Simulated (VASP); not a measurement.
# AlNi3 (Pm-3m) in VASP: further runs, part 2 of 2

VASP 6.6.1. The steps go on from the part before.

### 3 Single point, PBEsol, collinear spin, ferromagnetic start

Contents of INCAR:

```
SYSTEM = AlNi3
ALGO = Normal
EDIFF = 1E-6
ENCUT = 590
GGA = PS
GGA_COMPAT = .FALSE.
ISIF = 2
ISMEAR = -1
ISPIN = 2
LASPH = .TRUE.
LCHARG = .FALSE.
LMAXMIX = 4
LORBIT = 11
LREAL = .FALSE.
LWAVE = .FALSE.
MAGMOM = 1 1 1 0
NBANDS = 40
NELM = 200
NUPDOWN = 3.0
PREC = Accurate
SIGMA = 0.05
```

Contents of KPOINTS:

```
k-points
0
G
  6 6 6
  0 0 0
```

Contents of POSCAR:

```
AlNi3
1.0
    3.5230547267      0.0000000000      0.0000000000
    0.0000000000      3.5230547267      0.0000000000
    0.0000000000      0.0000000000      3.5230547267
Ni Al
3 1
Direct
    0.5000000000      0.5000000000      0.0000000000
    0.5000000000      0.0000000000      0.5000000000
    0.0000000000      0.5000000000      0.5000000000
    0.0000000000      0.0000000000      0.0000000000
```

Potentials or basis: VASP PAW PBE potentials, release 64 (Ni_sv_GW, Al).

Command:

```
cat potpaw_PBE.64/Ni_sv_GW/POTCAR potpaw_PBE.64/Al/POTCAR > POTCAR
mpirun -np 1 vasp_std > vasp.out
```

OUTCAR:

```text
SYSTEM = AlNi3
   EDIFF = 1E-6
   ENCUT = 590
   GGA = PS
   ISIF = 2
   ISMEAR = -1
   ISPIN = 2
   LASPH = .TRUE.
   LORBIT = 11
   LREAL = .FALSE.
   NELM = 200
   NUPDOWN = 3.0
   PREC = Accurate

 ion  position               nearest neighbor table
   1  0.500  0.500  0.000-   2 2.49   3 2.49   4 2.49   2 2.49   3 2.49   2 2.49   4 2.49   2 2.49
                             3 2.49   4 2.49   3 2.49   4 2.49
   2  0.500  0.000  0.500-   1 2.49   3 2.49   4 2.49   1 2.49   4 2.49   1 2.49   3 2.49   1 2.49
                             3 2.49   4 2.49   4 2.49   3 2.49
   3  0.000  0.500  0.500-   1 2.49   2 2.49   4 2.49   1 2.49   4 2.49   2 2.49   4 2.49   4 2.49
                             1 2.49   2 2.49   1 2.49   2 2.49
   4  0.000  0.000  0.000-   1 2.49   2 2.49   3 2.49   2 2.49   3 2.49   1 2.49   3 2.49   3 2.49
                             1 2.49   2 2.49   2 2.49   1 2.49

  LATTYP: Found a simple cubic cell.
 ALAT       =     3.5230547267

  Lattice vectors:
[... 1927 lines left out ...]
  Direction    XX          YY          ZZ          XY          YZ          ZX
  --------------------------------------------------------------------------------------
  -------------------------------------------------------------------------------------
  Total        0.9556463      0.9556463      0.9556463     -0.0000000      0.0000000     -0.0000000
  in kB       35.0146338     35.0146338     35.0146338     -0.0000000      0.0000000     -0.0000000
  external PRESSURE =      35.0146338 kB  Pullay stress =       0.0000000 kB

 VOLUME and BASIS-vectors are now :
 -----------------------------------------------------------------------------
  energy-cutoff  :      590.00
  volume of cell :       43.73
      direct lattice vectors                 reciprocal lattice vectors
     3.523054727  0.000000000  0.000000000     0.283844583  0.000000000  0.000000000
     0.000000000  3.523054727  0.000000000     0.000000000  0.283844583  0.000000000
     0.000000000  0.000000000  3.523054727     0.000000000  0.000000000  0.283844583

 POSITION                                       TOTAL-FORCE (eV/Angst)
 -----------------------------------------------------------------------------------
      1.76153      1.76153      0.00000         0.000000      0.000000      0.000000
      1.76153      0.00000      1.76153         0.000000      0.000000      0.000000
      0.00000      1.76153      1.76153         0.000000      0.000000      0.000000
      0.00000      0.00000      0.00000         0.000000      0.000000      0.000000
 -----------------------------------------------------------------------------------
    total drift:                                0.000000      0.000000      0.000000

  FREE ENERGIE OF THE ION-ELECTRON SYSTEM (eV)
  ---------------------------------------------------
  free  energy   TOTEN  =       -25.9929336274 eV

  energy  without entropy=      -25.9594487740  energy(sigma->0) =      -25.97619120

 total charge

# of ion       s       p       d       f       tot
--------------------------------------------------
    1        2.255   6.356   7.800   0.004  16.414
    2        2.255   6.356   7.800   0.004  16.414
    3        2.255   6.356   7.800   0.004  16.414
    4        0.401   0.434   0.000   0.000   0.835
--------------------------------------------------
tot          7.166  19.501  23.399   0.012  50.078

 magnetization (x)

# of ion       s       p       d       f       tot
--------------------------------------------------
    1        0.011   0.041   0.861   0.000   0.913
    2        0.011   0.041   0.861   0.000   0.913
    3        0.011   0.041   0.861   0.000   0.913
    4        0.015   0.042   0.000   0.000   0.057
--------------------------------------------------
tot          0.048   0.165   2.582   0.001   2.796
```

OSZICAR:

```text
N       E                     dE             d eps       ncg     rms          rms(c)
DAV:   1     0.113718277375E+04    0.11372E+04   -0.32194E+04  5160   0.505E+03
DAV:   2     0.863552254467E+02   -0.10508E+04   -0.10062E+04  5968   0.152E+03
DAV:   3    -0.337448359201E+02   -0.12010E+03   -0.11496E+03  6344   0.667E+02
DAV:   4    -0.394891588906E+02   -0.57443E+01   -0.57293E+01  6152   0.111E+02
DAV:   5    -0.399858989090E+02   -0.49674E+00   -0.49667E+00  6096   0.339E+01    0.333E+01
DAV:   6    -0.406088928834E+02   -0.62299E+00   -0.14009E+02  4904   0.673E+02    0.326E+01
DAV:   7    -0.257213611267E+02    0.14888E+02   -0.65734E+01  4664   0.386E+02    0.455E+00
DAV:   8    -0.260662897440E+02   -0.34493E+00   -0.35577E+00  6000   0.457E+01    0.298E+00
DAV:   9    -0.259938721998E+02    0.72418E-01   -0.22346E-01  6000   0.172E+01    0.749E-01
DAV:  10    -0.259928114265E+02    0.10608E-02   -0.17642E-02  6136   0.300E+00    0.397E-01
DAV:  11    -0.259929405270E+02   -0.12910E-03   -0.18752E-03  6168   0.127E+00    0.249E-01
DAV:  12    -0.259929349768E+02    0.55502E-05   -0.40307E-04  6200   0.788E-01    0.855E-02
DAV:  13    -0.259929277079E+02    0.72689E-05   -0.98872E-05  6064   0.386E-01    0.362E-02
DAV:  14    -0.259929340153E+02   -0.63074E-05   -0.16622E-05  5152   0.119E-01    0.110E-02
DAV:  15    -0.259929336274E+02    0.38786E-06   -0.22198E-06  2584   0.821E-02
   1 F= -.25992934E+02 E0= -.25976191E+02  d E =-.334849E-01  mag=     3.0000
```

Wall time 70 s (1 thread of Intel Xeon Platinum 8488C (Sapphire Rapids), shared host); peak memory 0.22 GiB.

What came out:

- Free energy: -25.9929 eV
- Pressure: 3.5 GPa
- Net moment: 3.00 μB per cell
- Site moments: Ni +0.91; Al +0.06 μB
- Valence electrons inside the program's atomic spheres: Ni 16.41; Al 0.83

Caveat: the PAW data sets were made with another functional, which shifts forces and pressure a little; the total moment is fixed, so each spin has its own Fermi level.
